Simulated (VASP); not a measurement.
# GaN in VASP: notebook, part 2 of 2

VASP 6.6.1. Earlier steps stand in the parts before.

## Step 3: Single point, r2SCAN (strain +2.9%)

File POSCAR:

```
GaN
1.0
    3.2745057562      0.0000000000      0.0000000000
   -1.6372528781      2.8358051697      0.0000000000
    0.0000000000      0.0000000000      5.3323952009
Ga N
2 2
Direct
    0.3333333333      0.6666666667     -0.0010094593
    0.6666666667      0.3333333333      0.4989905407
    0.3333333333      0.6666666667      0.3760094593
    0.6666666667      0.3333333333      0.8760094593
```

File INCAR.step1:

```
SYSTEM = GaN
ALGO = Normal
EDIFF = 1E-4
ENCUT = 520
GGA = PE
ISMEAR = 0
LASPH = .True.
LCHARG = .False.
LREAL = .False.
LWAVE = .True.
NBANDS = 26
NELM = 100
PREC = Accurate
SIGMA = 0.01
```

File INCAR.step2:

```
SYSTEM = GaN
ALGO = Normal
EDIFF = 1E-6
ENCUT = 520
ISIF = 2
ISMEAR = 0
ISTART = 1
LASPH = .True.
LCHARG = .False.
LMIXTAU = .True.
LREAL = .False.
LWAVE = .False.
METAGGA = R2SCAN
NBANDS = 26
NELM = 100
PREC = Accurate
SIGMA = 0.01
```

File KPOINTS:

```
k-points
0
Gamma
  12 12 6
  0 0 0
```

Potentials or basis: VASP PAW PBE potentials, release 64 (Ga_d, N).

On the command line:

```bash
$ cat potpaw_PBE.64/Ga_d/POTCAR potpaw_PBE.64/N/POTCAR > POTCAR
$ cp INCAR.step1 INCAR
$ mpirun -np 1 vasp_std > vasp.out
$ cp INCAR.step2 INCAR
$ mpirun -np 1 vasp_std > vasp.out
```

OUTCAR:

```text
SYSTEM = GaN
   EDIFF = 1E-6
   ENCUT = 520
   ISIF = 2
   ISMEAR = 0
   ISTART = 1
   LASPH = .True.
   LREAL = .False.
   METAGGA = R2SCAN
   NELM = 100
   PREC = Accurate

 ion  position               nearest neighbor table
   1  0.333  0.667  0.999-   4 2.00   4 2.00   4 2.00   3 2.01
   2  0.667  0.333  0.499-   3 2.00   3 2.00   3 2.00   4 2.01
   3  0.333  0.667  0.376-   2 2.00   2 2.00   2 2.00   1 2.01
   4  0.667  0.333  0.876-   1 2.00   1 2.00   1 2.00   2 2.01

  LATTYP: Found a hexagonal cell.
 ALAT       =     3.2745057562
 C/A-ratio  =     1.6284580324

  Lattice vectors:

 A1 = (   3.2745057562,   0.0000000000,   0.0000000000)
 A2 = (  -1.6372528781,   2.8358051697,   0.0000000000)
 A3 = (   0.0000000000,   0.0000000000,   5.3323952009)

Analysis of symmetry for initial positions (statically):
=====================================================================
 Subroutine PRICEL returns:
 Original cell was already a primitive cell.

 Routine SETGRP: Setting up the symmetry group for a
 hexagonal supercell.
[... 170 lines left out ...]

  energy without entropy =      -43.65954644  energy(sigma->0) =      -43.65954644

 E-fermi :   4.3258     XC(G=0): -12.1708

 val. band max:        4.2170634719   @ k =   0.0000   0.0000   0.0000
 cond. band min:       5.9744127628   @ k =   0.0000   0.0000   0.0000
 fundamental gap:      1.7573492909
 Fermi energy:         4.3258009211

 k-point     1 :       0.0000    0.0000    0.0000
  band No.  band energies     occupation
      1     -11.8958      2.00000
      2     -11.1526      2.00000
      3      -9.5810      2.00000
      4      -9.5681      2.00000
      5      -9.5680      2.00000
      6      -9.5158      2.00000
[... 685 lines left out ...]
     25      15.8001      0.00000
     26      17.4399      0.00000

 [... further k-points ...]

------------------------ aborting loop because EDIFF is reached ----------------------------------------

  FORCE on cell =-STRESS in cart. coord.  units (eV):
  Direction    XX          YY          ZZ          XY          YZ          ZX
  --------------------------------------------------------------------------------------
  -------------------------------------------------------------------------------------
  Total       -4.0730193     -4.0730193     -4.0167023      0.0000000      0.0000000      0.0000000
  in kB     -131.7900341   -131.7900341   -129.9677953      0.0000000      0.0000000      0.0000000
  external PRESSURE =    -131.1826212 kB  Pullay stress =       0.0000000 kB

 VOLUME and BASIS-vectors are now :
 -----------------------------------------------------------------------------
  energy-cutoff  :      520.00
  volume of cell :       49.52
      direct lattice vectors                 reciprocal lattice vectors
     3.274505756  0.000000000  0.000000000     0.305389599  0.176316767  0.000000000
    -1.637252878  2.835805170  0.000000000     0.000000000  0.352633534  0.000000000
     0.000000000  0.000000000  5.332395201     0.000000000  0.000000000  0.187532987

 POSITION                                       TOTAL-FORCE (eV/Angst)
 -----------------------------------------------------------------------------------
     -0.00000      1.89054      5.32701         0.000000      0.000000      0.005287
      1.63725      0.94527      2.66081        -0.000000      0.000000      0.005287
     -0.00000      1.89054      2.00503         0.000000     -0.000000     -0.005287
      1.63725      0.94527      4.67123         0.000000      0.000000     -0.005287
 -----------------------------------------------------------------------------------
    total drift:                                0.000002      0.000003      0.005016

  FREE ENERGIE OF THE ION-ELECTRON SYSTEM (eV)
  ---------------------------------------------------
  free  energy   TOTEN  =       -43.6595464436 eV

  energy  without entropy=      -43.6595464436  energy(sigma->0) =      -43.65954644
```

OUTCAR.step1:

```text
SYSTEM = GaN
   EDIFF = 1E-4
   ENCUT = 520
   GGA = PE
   ISMEAR = 0
   LASPH = .True.
   LREAL = .False.
   NELM = 100
[... 925 lines left out ...]
      1.63725      0.94527      2.66081        -0.000000      0.000000      0.004691
     -0.00000      1.89054      2.00503         0.000000     -0.000000     -0.004691
      1.63725      0.94527      4.67123        -0.000000      0.000000     -0.004691
 -----------------------------------------------------------------------------------
    total drift:                               -0.000001     -0.000001     -0.000635

  FREE ENERGIE OF THE ION-ELECTRON SYSTEM (eV)
  ---------------------------------------------------
  free  energy   TOTEN  =       -24.2670223723 eV

  energy  without entropy=      -24.2670223723  energy(sigma->0) =      -24.26702237
```

OSZICAR.step1:

```text
N       E                     dE             d eps       ncg     rms          rms(c)
DAV:   1     0.279495798288E+03    0.27950E+03   -0.17669E+04  4264   0.251E+03
DAV:   2     0.849600118436E+01   -0.27100E+03   -0.25543E+03  4360   0.486E+02
DAV:   3    -0.267648538780E+02   -0.35261E+02   -0.34710E+02  4696   0.142E+02
DAV:   4    -0.280197877281E+02   -0.12549E+01   -0.12488E+01  4770   0.287E+01
DAV:   5    -0.280450420309E+02   -0.25254E-01   -0.25224E-01  4844   0.380E+00    0.106E+01
DAV:   6    -0.242107196912E+02    0.38343E+01   -0.10242E+01  6530   0.462E+01    0.312E+00
DAV:   7    -0.242856788883E+02   -0.74959E-01   -0.12357E+00  4204   0.908E+00    0.263E+00
DAV:   8    -0.242806225483E+02    0.50563E-02   -0.17325E-01  6414   0.440E+00    0.902E-01
DAV:   9    -0.242665886595E+02    0.14034E-01   -0.40237E-02  6060   0.319E+00    0.430E-01
DAV:  10    -0.242670111740E+02   -0.42251E-03   -0.73641E-03  4160   0.490E-01    0.107E-01
DAV:  11    -0.242670223723E+02   -0.11198E-04   -0.15542E-04  3746   0.248E-01
   1 F= -.24267022E+02 E0= -.24267022E+02  d E =-.700010E-20
```

It took 6.7 min on 1 thread of Intel Xeon 8259CL, shared host; peak memory 0.23 GiB.

What came out:

```yaml
Free_energy: -43.6595 eV
Pressure: -13.1 GPa
Largest_force: 0.005 eV/Å
Band_gap_on_the_k_mesh: 1.76 eV
```

Forces on the atoms (eV/Å):
```
Ga   0.000  0.000  0.005
Ga   0.000  0.000  0.005
N    0.000  0.000 -0.005
N    0.000  0.000 -0.005
```

Caveat: the cell differs from its parent crystal (strain +2.9%); the cell stands under tension; the PAW data sets were made with another functional, which shifts forces and pressure a little.

## Step 4: Single point, PBE (uniaxial x strain -3.4%)

File INCAR:

```
SYSTEM = GaN
ALGO = Normal
EDIFF = 1E-6
ENCUT = 520
GGA = PE
ISIF = 2
ISMEAR = -1
LASPH = .TRUE.
LCHARG = .FALSE.
LREAL = .FALSE.
LWAVE = .FALSE.
NBANDS = 26
NELM = 60
PREC = Accurate
SIGMA = 0.02
```

File KPOINTS:

```
k-points
0
G
  12 12 6
  0 0 0
```

File POSCAR:

```
GaN
1.0
    3.0752406057      0.0000000000      0.0000000000
   -1.5376203028      2.7566882179      0.0000000000
    0.0000000000      0.0000000000      5.1836251588
Ga N
2 2
Direct
    0.3344562232      0.6689124464      0.0006640770
    0.6655437768      0.3310875536      0.5006640770
    0.3367603276      0.6735206552      0.3743359230
    0.6632396724      0.3264793448      0.8743359230
```

Potentials or basis: VASP PAW PBE potentials, release 64 (Ga_d, N).

On the command line:

```bash
$ cat potpaw_PBE.64/Ga_d/POTCAR potpaw_PBE.64/N/POTCAR > POTCAR
$ mpirun -np 1 vasp_std > vasp.out
```

OUTCAR:

```text
SYSTEM = GaN
   EDIFF = 1E-6
   ENCUT = 520
   GGA = PE
   ISIF = 2
   ISMEAR = -1
   LASPH = .TRUE.
   LREAL = .FALSE.
   NELM = 60
   PREC = Accurate

 ion  position               nearest neighbor table
   1  0.334  0.669  0.001-   4 1.92   4 1.92   4 1.93   3 1.94
   2  0.666  0.331  0.501-   3 1.92   3 1.92   3 1.93   4 1.94
   3  0.337  0.674  0.374-   2 1.92   2 1.92   2 1.93   1 1.94
   4  0.663  0.326  0.874-   1 1.92   1 1.92   1 1.93   2 1.94

  LATTYP: Found a base centered orthorhombic cell.
 ALAT       =     3.0752406057
 B/A-ratio  =     1.7928276654
 C/A-ratio  =     1.6855998679

  Lattice vectors:

 A1 = (   1.5376203028,  -2.7566882179,   0.0000000000)
 A2 = (   1.5376203029,   2.7566882179,   0.0000000000)
 A3 = (   0.0000000000,   0.0000000000,   5.1836251588)

Analysis of symmetry for initial positions (statically):
=====================================================================
 Subroutine PRICEL returns:
 Original cell was already a primitive cell.

 Routine SETGRP: Setting up the symmetry group for a
 base centered orthorhombic supercell.

 Subroutine GETGRP returns: Found  4 space group operations
 (whereof  2 operations were pure point group operations)
[... 172 lines left out ...]
 cond. band min:       7.8761256318   @ k =   0.0000   0.0000   0.0000
 fundamental gap:      1.9759810067
 Fermi energy:         6.2531127173

 k-point     1 :       0.0000    0.0000    0.0000
  band No.  band energies     occupation
      1     -10.5666      2.00000
      2      -9.5295      2.00000
      3      -7.7374      2.00000
      4      -7.7285      2.00000
      5      -7.6956      2.00000
      6      -7.6590      2.00000
[... 685 lines left out ...]
     25      18.5644      0.00000
     26      19.3063      0.00000

 [... further k-points ...]

------------------------ aborting loop because EDIFF is reached ----------------------------------------

  FORCE on cell =-STRESS in cart. coord.  units (eV):
  Direction    XX          YY          ZZ          XY          YZ          ZX
  --------------------------------------------------------------------------------------
  -------------------------------------------------------------------------------------
  Total        5.2618844      3.1080264      2.7527510      0.0000000      0.0000000      0.0000000
  in kB      191.8454669    113.3169687    100.3638182      0.0000000      0.0000000      0.0000000
  external PRESSURE =     135.1754179 kB  Pullay stress =       0.0000000 kB

 VOLUME and BASIS-vectors are now :
 -----------------------------------------------------------------------------
  energy-cutoff  :      520.00
  volume of cell :       43.94
      direct lattice vectors                 reciprocal lattice vectors
     3.075240606  0.000000000  0.000000000     0.325177808  0.181377058  0.000000000
    -1.537620303  2.756688218  0.000000000     0.000000000  0.362754117  0.000000000
     0.000000000  0.000000000  5.183625159     0.000000000  0.000000000  0.192915184

 POSITION                                       TOTAL-FORCE (eV/Angst)
 -----------------------------------------------------------------------------------
      0.00000      1.84398      0.00344         0.000000      0.013586      0.017734
      1.53762      0.91271      2.59525        -0.000000     -0.013586      0.017734
      0.00000      1.85669      1.94042         0.000000      0.014598     -0.017734
      1.53762      0.90000      4.53223        -0.000000     -0.014598     -0.017734
 -----------------------------------------------------------------------------------
    total drift:                               -0.000000     -0.000000     -0.000464

  FREE ENERGIE OF THE ION-ELECTRON SYSTEM (eV)
  ---------------------------------------------------
  free  energy   TOTEN  =       -24.1766176018 eV

  energy  without entropy=      -24.1766176018  energy(sigma->0) =      -24.17661760
```

It took 3.9 min on 1 thread of Intel Xeon 8259CL, shared host; peak memory 0.28 GiB.

Results:

* Free energy: -24.1766 eV
* Pressure: 13.5 GPa
* Largest force: 0.023 eV/Å
* Band gap on the k mesh: 1.98 eV

Forces in eV/Å, atoms in the order of the input:
```
Ga   0.000  0.014  0.018
Ga   0.000 -0.014  0.018
N    0.000  0.015 -0.018
N    0.000 -0.015 -0.018
```

Levels at points of the mesh, in eV from the valence-band top:
| k point | band 14 | band 15 | band 16 | band 17 | band 18 | band 19 | band 20 | band 21 | band 22 | band 23 |
| --- | --- | --- | --- | --- | --- | --- | --- | --- | --- | --- |
| (0.00, 0.00, 0.00) | -1.32 | -0.98 | -0.27 | -0.22 | 0.00 | 1.98 | 4.52 | 9.13 | 9.92 | 10.41 |
| (0.50, 0.00, 0.00) | -5.54 | -4.51 | -3.07 | -2.45 | -1.27 | 4.94 | 5.44 | 5.87 | 8.78 | 10.15 |
| (0.00, 0.50, 0.00) | -5.73 | -4.61 | -2.67 | -2.60 | -0.96 | 5.58 | 5.88 | 5.98 | 8.55 | 10.18 |
| (0.00, 0.00, 0.50) | -4.18 | -0.78 | -0.78 | -0.50 | -0.50 | 4.39 | 4.39 | 8.44 | 8.44 | 10.50 |
| (0.50, 0.00, 0.50) | -6.87 | -2.25 | -2.25 | -2.19 | -2.19 | 4.27 | 4.27 | 7.77 | 7.77 | 10.06 |
| (0.00, 0.50, 0.50) | -7.07 | -2.23 | -2.23 | -1.88 | -1.88 | 4.39 | 4.39 | 8.08 | 8.08 | 9.97 |

Caveat: the cell differs from its parent crystal (uniaxial x strain -3.4%); the stress differs along the axes, from 10 to 19 GPa.

## Step 5: Single point, r2SCAN (uniaxial x strain -3.4%)

POSCAR is that of step 4.

File INCAR.step1:

```
SYSTEM = GaN
  ALGO = Normal
  EDIFF = 1E-4
  ENCUT = 520
  GGA = PE
  ISMEAR = 0
  LASPH = .True.
  LCHARG = .False.
  LREAL = .False.
  LWAVE = .True.
  NBANDS = 26
  NELM = 60
  PREC = Accurate
  SIGMA = 0.01
```

File INCAR.step2:

```
SYSTEM = GaN
  ALGO = Normal
  EDIFF = 1E-6
  ENCUT = 520
  ISIF = 2
  ISMEAR = 0
  ISTART = 1
  LASPH = .True.
  LCHARG = .False.
  LMIXTAU = .True.
  LREAL = .False.
  LWAVE = .False.
  METAGGA = R2SCAN
  NBANDS = 26
  NELM = 60
  PREC = Accurate
  SIGMA = 0.01
```

File KPOINTS:

```
k-points
0
Gamma
  12 12 6
  0 0 0
```

On the command line:

```bash
$ cat potpaw_PBE.64/Ga_d/POTCAR potpaw_PBE.64/N/POTCAR > POTCAR
$ cp INCAR.step1 INCAR
$ mpirun -np 1 vasp_std > vasp.out
$ cp INCAR.step2 INCAR
$ mpirun -np 1 vasp_std > vasp.out
```

Wall time 13 min (1 thread of Intel Xeon 8259CL, shared host); peak memory 0.29 GiB.

The run converged. Its results:

- Free energy: -43.7468 eV
- Pressure: 8.4 GPa
- Largest force: 0.019 eV/Å
- Band gap on the k mesh: 2.38 eV

Forces in eV/Å, atoms in the order of the input:
```
Ga   0.000  0.008  0.017
Ga   0.000 -0.008  0.017
N    0.000  0.006 -0.017
N    0.000 -0.006 -0.017
```

Stress tensor (GPa, compression positive):
```
14.38  0.00  0.00
 0.00  6.15  0.00
 0.00  0.00  4.67
```

Levels at points of the mesh, in eV from the valence-band top:
```csv
k point,band 14,band 15,band 16,band 17,band 18,band 19,band 20,band 21,band 22,band 23
"(0.00, 0.00, 0.00)",-1.35,-1.01,-0.27,-0.22,0.00,2.38,5.06,9.88,10.60,11.10
"(0.50, 0.00, 0.00)",-5.64,-4.60,-3.16,-2.48,-1.30,5.45,5.95,6.38,9.52,10.80
"(0.00, 0.50, 0.00)",-5.84,-4.70,-2.75,-2.64,-0.99,6.11,6.36,6.55,9.28,10.97
"(0.00, 0.00, 0.50)",-4.27,-0.80,-0.80,-0.51,-0.51,4.89,4.89,9.13,9.13,11.19
"(0.50, 0.00, 0.50)",-6.98,-2.31,-2.31,-2.25,-2.25,4.75,4.75,8.39,8.39,10.85
"(0.00, 0.50, 0.50)",-7.18,-2.29,-2.29,-1.94,-1.94,4.87,4.87,8.72,8.72,10.75
```

Caveat: the cell differs from its parent crystal (uniaxial x strain -3.4%); the stress differs along the axes, from 5 to 14 GPa; the PAW data sets were made with another functional, which shifts forces and pressure a little.

## Step 6: Summary

| level | cell | smearing | gap on the mesh (eV) | pressure (GPa) | largest force (eV/Å) |
| --- | --- | --- | --- | --- | --- |
| PBE | a = 3.275, b = 3.275, c = 5.332 Å, angles 90.0, 90.0, 120.0°, 4 atoms, strain +2.9% | fermi-dirac 0.02 eV | 1.38 | -7.7 | - |
| r2SCAN | a = 3.275, b = 3.275, c = 5.332 Å, angles 90.0, 90.0, 120.0°, 4 atoms, strain +2.9% | gaussian 0.01 eV | 1.76 | -13.1 | 0.01 |
| PBE | a = 3.075, b = 3.157, c = 5.184 Å, angles 90.0, 90.0, 119.2°, 4 atoms, uniaxial x strain -3.4% | fermi-dirac 0.02 eV | 1.98 | 13.5 | 0.02 |
| r2SCAN | a = 3.075, b = 3.157, c = 5.184 Å, angles 90.0, 90.0, 119.2°, 4 atoms, uniaxial x strain -3.4% | gaussian 0.01 eV | 2.38 | 8.4 | 0.02 |

Alike in all rows: task single point; potentials or basis VASP PAW PBE potentials, release 64 (Ga_d, N); no spin polarisation; k mesh 12 × 12 × 6; cutoff (eV) 520.

Caveats: the cell stands under tension (at least some runs); the PAW data sets were made with another functional, which shifts forces and pressure a little (at least some runs); the stress differs along the axes, from 10 to 19 GPa (at least some runs); the stress differs along the axes, from 5 to 14 GPa (at least some runs).

Total energies depend on the potentials used, so only differences within one code and one set of settings carry meaning.
